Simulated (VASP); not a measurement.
# MoS2 (P6_3/mmc) in VASP: further runs

MoS2 is run at these levels: LDA; tasks: electric field gradients.

Program: VASP 6.6.1. These are calculated values, not measurements. Logs are shortened: lines on timing, memory, paths and dates and some standing lists are left out, and cuts for length are marked.

**1. The cell of the first run**

It takes space group P6_3/mmc (No. 194, hexagonal). The conventional cell has a = 3.140 Å, b = 3.140 Å, c = 12.212 Å, α = 90.00°, β = 90.00°, γ = 120.00°. Within 3.2 Å of Mo (site symmetry -6m2) lie 6 S at 2.35 Å and 6 Mo at 3.14 Å. S (site symmetry 3m) has 3 Mo at 2.35 Å and 7 S at 2.99 to 3.14 Å within 3.2 Å.

**2. Electric field gradients, LDA (17.38 Å³/atom)**

INCAR reads:

```
PREC = Accurate
ENCUT = 520
EDIFF = 1E-8
ISMEAR = -1
SIGMA = 0.03
LREAL = False
LASPH = True
NELM = 60
ALGO = Normal
ISIF = 2
LWAVE = False
LCHARG = False
GGA = CA
LEFG = True
NBANDS = 35
```

KPOINTS reads:

```
Automatic mesh
0
Gamma
  10 10 3
```

POSCAR reads:

```
MoS2
1.0
    3.1397861865      0.0000000000      0.0000000000
   -1.5698930933      2.7191346000      0.0000000000
    0.0000000000      0.0000000000     12.2124807351
Mo S
2 4
Direct
    0.3333333333      0.6666666667      0.2500000000
    0.6666666667      0.3333333333      0.7500000000
    0.3333333333      0.6666666667      0.6275000000
    0.6666666667      0.3333333333      0.1275000000
    0.3333333333      0.6666666667      0.8725000000
    0.6666666667      0.3333333333      0.3725000000
```

Potentials or basis: VASP PAW LDA potentials, release 64 (Mo_sv, S).

The run is started by

```
cat potpaw_LDA.64/Mo_sv/POTCAR potpaw_LDA.64/S/POTCAR > POTCAR
mpirun -np 1 vasp_std > vasp.out
```

OUTCAR:

```text
PREC = Accurate
   ENCUT = 520
   EDIFF = 1E-8
   ISMEAR = -1
   LREAL = False
   LASPH = True
   NELM = 60
   ISIF = 2
   GGA = CA

 ion  position               nearest neighbor table
   1  0.333  0.667  0.250-   4 2.35   6 2.35   4 2.35   6 2.35   4 2.35   6 2.35
   2  0.667  0.333  0.750-   3 2.35   5 2.35   3 2.35   5 2.35   3 2.35   5 2.35
   3  0.333  0.667  0.627-   2 2.35   2 2.35   2 2.35
   4  0.667  0.333  0.127-   1 2.35   1 2.35   1 2.35
   5  0.333  0.667  0.873-   2 2.35   2 2.35   2 2.35
   6  0.667  0.333  0.373-   1 2.35   1 2.35   1 2.35

  LATTYP: Found a hexagonal cell.
 ALAT       =     3.1397861865
 C/A-ratio  =     3.8895899306

  Lattice vectors:

 A1 = (   3.1397861865,   0.0000000000,   0.0000000000)
 A2 = (  -1.5698930933,   2.7191346000,   0.0000000000)
 A3 = (   0.0000000000,   0.0000000000,  12.2124807351)

Analysis of symmetry for initial positions (statically):
=====================================================================
 Subroutine PRICEL returns:
 Original cell was already a primitive cell.

 Routine SETGRP: Setting up the symmetry group for a
 hexagonal supercell.

 Subroutine GETGRP returns: Found 24 space group operations
 (whereof 12 operations were pure point group operations)
 out of a pool of 24 trial point group operations.

The static configuration has the point symmetry D_3d.
 The point group associated with its full space group is D_6h.

Analysis of symmetry for dynamics (positions and initial velocities):
=====================================================================
 Subroutine PRICEL returns:
 Original cell was already a primitive cell.

 Routine SETGRP: Setting up the symmetry group for a
 hexagonal supercell.

 Subroutine GETGRP returns: Found 24 space group operations
 (whereof 12 operations were pure point group operations)
 out of a pool of 24 trial point group operations.

The dynamic configuration has the point symmetry D_3d.
 The point group associated with its full space group is D_6h.

 Subroutine INISYM returns: Found 24 space group operations
 (whereof 12 operations are pure point group operations),
 and found     1 'primitive' translations

----------------------------------------------------------------------------------------

                                     Primitive cell

  volume of cell :     104.2641

  direct lattice vectors                    reciprocal lattice vectors
     3.139786186  0.000000000  0.000000000     0.318493025  0.183882034  0.000000000
    -1.569893093  2.719134600  0.000000000     0.000000000  0.367764067  0.000000000
     0.000000000  0.000000000 12.212480735     0.000000000  0.000000000  0.081883445

  length of vectors
     3.139786186  3.139786187 12.212480735     0.367764067  0.367764067  0.081883445

  position of ions in fractional coordinates (direct lattice)
     0.333333333  0.666666667  0.250000000
     0.666666667  0.333333333  0.750000000
     0.333333333  0.666666667  0.627500000
     0.666666667  0.333333333  0.127500000
     0.333333333  0.666666667  0.872500000
     0.666666667  0.333333333  0.372500000

  ion indices of the primitive-cell ions
   primitive index   ion index
                 1           1
                 2           2
                 3           3
                 4           4
                 5           5
                 6           6

----------------------------------------------------------------------------------------

 KPOINTS: Automatic mesh

Automatic generation of k-mesh.
 Grid dimensions read from file:
 generate k-points for:   10   10    3

 Generating k-lattice:

  Cartesian coordinates                     Fractional coordinates (reciprocal lattice)
     0.031849302  0.018388203  0.000000000     0.100000000  0.000000000  0.000000000
     0.000000000  0.036776407  0.000000000     0.000000000  0.100000000  0.000000000
     0.000000000  0.000000000  0.027294482     0.000000000  0.000000000  0.333333333

  Length of vectors
     0.036776407  0.036776407  0.027294482

  Shift w.r.t. Gamma in fractional coordinates (k-lattice)
     0.000000000  0.000000000  0.000000000

 Subroutine IBZKPT returns following result:
 ===========================================

 Found     28 irreducible k-points:

 Following reciprocal coordinates:
            Coordinates               Weight
  0.000000  0.000000  0.000000      1.000000
  0.100000  0.000000  0.000000      6.000000
  0.200000  0.000000  0.000000      6.000000
  0.300000  0.000000  0.000000      6.000000
  0.400000  0.000000  0.000000      6.000000
  0.500000  0.000000  0.000000      3.000000
[... 16 lines left out ...]
  0.300000  0.100000  0.333333     24.000000
  0.400000  0.100000  0.333333     24.000000
 [... further k-points ...]
   k-points           NKPTS =     28   k-points in BZ     NKDIM =     28   number of bands    NBANDS=     35
   number of dos      NEDOS =    301   number of ions     NIONS =      6
   total plane-waves  NPLWV =  55296
   dimension x,y,z NGX =    24 NGY =   24 NGZ =   96
   dimension x,y,z NGXF=    48 NGYF=   48 NGZF=  192
   ions per type =               2   4
   NGX,Y,Z   is equivalent  to a cutoff of  12.71, 12.71, 13.07 a.u.
   NGXF,Y,Z  is equivalent  to a cutoff of  25.42, 25.42, 26.14 a.u.
 SYSTEM =  unknown system
   PREC   = accura    normal or accurate (medium, high low for compatibility)
   ISTART =      0    job   : 0-new  1-cont  2-samecut
   ICHARG =      2    charge: 1-file 2-atom 10-const
   ISPIN  =      1    spin polarized calculation?
   LNONCOLLINEAR =      F non collinear calculations
   LSORBIT =      F    spin-orbit coupling
   LASPH  =      T    aspherical Exc in radial PAW
   ENCUT  =  520.0 eV  38.22 Ry    6.18 a.u.   5.84  5.84 22.71*2*pi/ulx,y,z
   NELM   =     60;   NELMIN=  2; NELMDL= -5     # of ELM steps
   EDIFF  = 0.1E-07   stopping-criterion for ELM
   LREAL  =      F    real-space projection
   EDIFFG = 0.1E-06   stopping-criterion for IOM
   NSW    =      0    number of steps for IOM
   IBRION =     -1    ionic relax: 0-MD 1-quasi-New 2-CG
   NFREE  =      0    steps in history (QN), initial steepest desc. (CG)
   ISIF   =      2    stress and relaxation
   ISYM   =      2    0-nonsym 1-usesym 2-fastsym
   POTIM  = 0.5000    time-step for ionic-motion
   TEBEG  =    0.0;   TEEND  =   0.0 temperature during run
   PSTRESS=    0.0 pullay stress
   NELECT =      52.0000    total number of electrons
   NUPDOWN=      -1.0000    fix difference up-down
   EMIN   =  10.00;   EMAX   =-10.00  energy-range for DOS
   EFERMI =   0.00;   METHOD = LEGACY
   ISMEAR =    -1;   SIGMA  =   0.03  broadening in eV -4-tet -1-fermi 0-gaus
   EFERMI_NEDOS =   21; number of points for ismear=-14 and -15
   IALGO  =     38    algorithm
   IMIX   =      4    mixing-type and parameters
     AMIX     =   0.40;   BMIX     =  1.00
     AMIX_MAG =   1.60;   BMIX_MAG =  1.00
  volume/ion in A,a.u.               =      17.38       117.27
  Fermi-wavevector in a.u.,A,eV,Ry     =   1.298268  2.453371 22.932621  1.685500
  Thomas-Fermi vector in A             =   2.429607
   LORBIT       =      0    0 simple, 1 ext, 2 COOP (PROOUT), +10 PAW based schemes
   GGA     = CA    functional components
   LHFCALC =     F    Hartree Fock is set to
   AEXX    =    0.0000 exact exchange contribution
   IVDW    =     0    specifies the selected vdW correction
   LEPSILON=     F    determine dielectric tensor
   LRPA    =     F    only Hartree local field effects (RPA)
 non-spin polarized calculation
  energy-cutoff  :      520.00
  volume of cell :      104.26
 maximum number of plane-waves:      2828
 NGX is ok and might be reduce to    24
   NGX = 11   NGY = 11   NGZ = 45

 number of electron      52.0000002 magnetization

 Free energy of the ion-electron system (eV)
  ---------------------------------------------------
  ext. energy  EPLUGINS =         0.00000000
  ---------------------------------------------------
  free energy    TOTEN  =       -48.83068332 eV

  energy without entropy =      -48.83068330  energy(sigma->0) =      -48.83068331

 E-fermi :   8.2689     XC(G=0): -11.1854

 val. band max:        7.8939381864   @ k =   0.0000   0.0000   0.0000
 cond. band min:       8.7356575384   @ k =   0.3000   0.3000   0.0000
 fundamental gap:      0.8417193520
 Fermi energy:         8.2688546519

 k-point     1 :       0.0000    0.0000    0.0000
  band No.  band energies     occupation
      1     -53.4323      2.00000
      2     -53.4323      2.00000
      3     -27.8312      2.00000
      4     -27.8311      2.00000
      5     -27.5757      2.00000
      6     -27.5757      2.00000
[... 27 lines left out ...]
     34      10.4131      0.00000
     35      13.1975      0.00000

 k-point     2 :       0.1000    0.0000    0.0000
  band No.  band energies     occupation
      1     -53.4277      2.00000
      2     -53.4277      2.00000
      3     -27.8221      2.00000
      4     -27.8220      2.00000
      5     -27.6210      2.00000
      6     -27.6210      2.00000
[... 27 lines left out ...]
     34      10.2356      0.00000
     35      13.9164      0.00000

 k-point     3 :       0.2000    0.0000    0.0000
  band No.  band energies     occupation
      1     -53.4156      2.00000
      2     -53.4156      2.00000
      3     -27.7983      2.00000
      4     -27.7983      2.00000
      5     -27.7379      2.00000
      6     -27.7379      2.00000
[... 27 lines left out ...]
     34      10.8657      0.00000
     35      15.1138      0.00000
[... 723 lines left out ...]
 k-point    23 :       0.3000    0.1000    0.3333
  band No.  band energies     occupation
      1     -53.3924      2.00000
      2     -53.3924      2.00000
      3     -27.9386      2.00000
      4     -27.9386      2.00000
      5     -27.7522      2.00000
      6     -27.7522      2.00000
[... 27 lines left out ...]
     34      11.8248      0.00000
     35      14.5640      0.00000

 k-point    24 :       0.4000    0.1000    0.3333
  band No.  band energies     occupation
      1     -53.3840      2.00000
      2     -53.3840      2.00000
      3     -28.0108      2.00000
      4     -28.0108      2.00000
      5     -27.7356      2.00000
      6     -27.7356      2.00000
[... 27 lines left out ...]
     34      11.6910      0.00000
     35      13.5650      0.00000

 [... further k-points ...]

------------------------ aborting loop because EDIFF is reached ----------------------------------------

  FORCE on cell =-STRESS in cart. coord.  units (eV):
  Direction    XX          YY          ZZ          XY          YZ          ZX
  --------------------------------------------------------------------------------------
  -------------------------------------------------------------------------------------
  Total        1.4050649      1.4050649      6.1680429     -0.0000000      0.0000000      0.0000000
  in kB       21.5909775     21.5909775     94.7814385     -0.0000000      0.0000000      0.0000000
  external PRESSURE =      45.9877978 kB  Pullay stress =       0.0000000 kB

 VOLUME and BASIS-vectors are now :
 -----------------------------------------------------------------------------
  energy-cutoff  :      520.00
  volume of cell :      104.26
      direct lattice vectors                 reciprocal lattice vectors
     3.139786186  0.000000000  0.000000000     0.318493025  0.183882034  0.000000000
    -1.569893093  2.719134600  0.000000000     0.000000000  0.367764067  0.000000000
     0.000000000  0.000000000 12.212480735     0.000000000  0.000000000  0.081883445

 POSITION                                       TOTAL-FORCE (eV/Angst)
 -----------------------------------------------------------------------------------
     -0.00000      1.81276      3.05312         0.000000      0.000000      0.000000
      1.56989      0.90638      9.15936        -0.000000     -0.000000      0.000000
     -0.00000      1.81276      7.66333         0.000000     -0.000000     -1.142935
      1.56989      0.90638      1.55709        -0.000000      0.000000     -1.142935
     -0.00000      1.81276     10.65539         0.000000     -0.000000      1.142935
      1.56989      0.90638      4.54915        -0.000000      0.000000      1.142935
 -----------------------------------------------------------------------------------
    total drift:                               -0.000000      0.000000     -0.000000

  FREE ENERGIE OF THE ION-ELECTRON SYSTEM (eV)
  ---------------------------------------------------
  free  energy   TOTEN  =       -48.8306833237 eV

  energy  without entropy=      -48.8306833001  energy(sigma->0) =      -48.83068331

 Electric field gradients (V/A^2)
---------------------------------------------------------------------
 ion       V_xx      V_yy      V_zz      V_xy      V_xz      V_yz
---------------------------------------------------------------------
   1      49.594    49.593   -99.188    -0.001     0.000    -0.000
   2      49.594    49.593   -99.188    -0.001    -0.000     0.000
   3      32.184    32.184   -64.368     0.000     0.000    -0.000
   4      32.184    32.184   -64.368     0.000    -0.000     0.000
   5      32.184    32.184   -64.368     0.000    -0.000     0.000
   6      32.184    32.184   -64.368     0.000     0.000    -0.000
---------------------------------------------------------------------

 Electric field gradients after diagonalization (V/A^2)
 (convention: |V_zz| > |V_xx| > |V_yy|)
----------------------------------------------------------------------
 ion       V_xx      V_yy      V_zz     asymmetry (V_yy - V_xx)/ V_zz
----------------------------------------------------------------------
   1      49.595    49.593   -99.188       0.000
   2      49.595    49.593   -99.188       0.000
   3      32.184    32.183   -64.368       0.000
   4      32.184    32.183   -64.368       0.000
   5      32.184    32.183   -64.368       0.000
   6      32.184    32.183   -64.368       0.000
----------------------------------------------------------------------

           NMR quadrupolar parameters

 Cq : quadrupolar parameter    Cq=e*Q*V_zz/h
 eta: asymmetry parameters     (V_yy - V_xx)/ V_zz
 Q  : nuclear electric quadrupole moment in mb (millibarn)
----------------------------------------------------------------------
 ion       Cq(MHz)       eta       Q (mb)
----------------------------------------------------------------------
   1      -0.240       0.000       1.000
   2      -0.240       0.000       1.000
   3      -0.156       0.000       1.000
   4      -0.156       0.000       1.000
   5      -0.156       0.000       1.000
   6      -0.156       0.000       1.000
----------------------------------------------------------------------
```

It took 68 s on 1 thread of Intel Xeon Platinum 8488C (Sapphire Rapids), shared host; peak memory 0.23 GiB.

What came out:

- Free energy: -48.8307 eV
- Pressure: 4.6 GPa
- Largest force: 1.143 eV/Å
- Band gap on the k mesh: 0.84 eV (least direct gap 1.92 eV)
- Largest electric field gradient by atom: Mo -99.2; S -64.4 V/Å²

Forces in eV/Å, atoms in the order of the input:
```
Mo   0.000  0.000  0.000
Mo   0.000  0.000  0.000
S    0.000  0.000 -1.143
S    0.000  0.000 -1.143
S    0.000  0.000  1.143
S    0.000  0.000  1.143
```

Levels at points of the mesh, in eV from the valence-band top:
```tsv
k point	band 23	band 24	band 25	band 26	band 27	band 28	band 29	band 30
(0.00, 0.00, 0.00)	-2.64	-1.32	-1.26	0.00	1.99	1.99	2.00	2.00
(0.50, 0.00, 0.00)	-2.06	-1.90	-1.65	-1.51	1.39	1.44	1.89	2.12
```

Electric field gradients, principal values (V/Å²):
| atom | least | middle | greatest (by size) |
| --- | --- | --- | --- |
| 1 Mo | 49.593 | 49.595 | -99.188 |
| 2 Mo | 49.593 | 49.595 | -99.188 |
| 3 S | 32.183 | 32.184 | -64.368 |
| 4 S | 32.183 | 32.184 | -64.368 |
| 5 S | 32.183 | 32.184 | -64.368 |
| 6 S | 32.183 | 32.184 | -64.368 |

Caveat: the stress differs along the axes, from 2 to 9 GPa; without QUAD_EFG the Cq values of the log hold for a quadrupole moment of 1 mb, not for the nuclei; forces of over 1 eV/Å act on the atoms, so gaps and moduli don't describe the material at rest.

(Continued in part 2 of 2.)
